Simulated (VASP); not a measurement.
**ZrS: electric field gradients with PBEsol**

ZrS:

```
Zr S
1.0
     0.00000    2.21401    2.21401
     2.21401    0.00000    2.21401
     2.21401    2.21401    0.00000
Zr S
1 1
Direct
  0.00000 0.00000 0.00000
  0.50000 0.50000 0.50000
```

This cell differs from its parent crystal: volume scaled by 0.6.

```
Program                : VASP 6.6.1
Task                   : electric field gradients
Functional             : PBEsol
Potentials or basis    : VASP PAW PBE potentials, release 64 (Zr_sv, S)
Cutoff                 : 520 eV
k mesh                 : 9 × 9 × 9
Occupations            : fermi-dirac, width 0.03 eV
Spin                   : no spin polarisation
Dipole correction      : no
Further INCAR settings : ALGO = Normal; EDIFF = 1e-08; NBANDS = 16
```

- Pressure: 184.7 GPa
- Band gap on the k mesh: zero (band 9 reaches 19.90 eV, above the bottom of band 10 at 15.16 eV)

Levels at points of the mesh, in eV from the Fermi level:
```tsv
k point	band 7	band 8	band 9	band 10	band 11	band 12
(0.00, 0.00, 0.00)	-2.84	-2.84	-2.73	-2.73	-2.73	-1.31
```

Wall time 5.4 s on 1 thread of Intel(R) Xeon(R) 6975P-C (Granite Rapids) (shared host), peak memory 0.14 GiB.

Caveat: without QUAD_EFG the Cq values of the log hold for a quadrupole moment of 1 mb, not for the nuclei; the PAW data sets were made with another functional, which shifts forces and pressure a little.
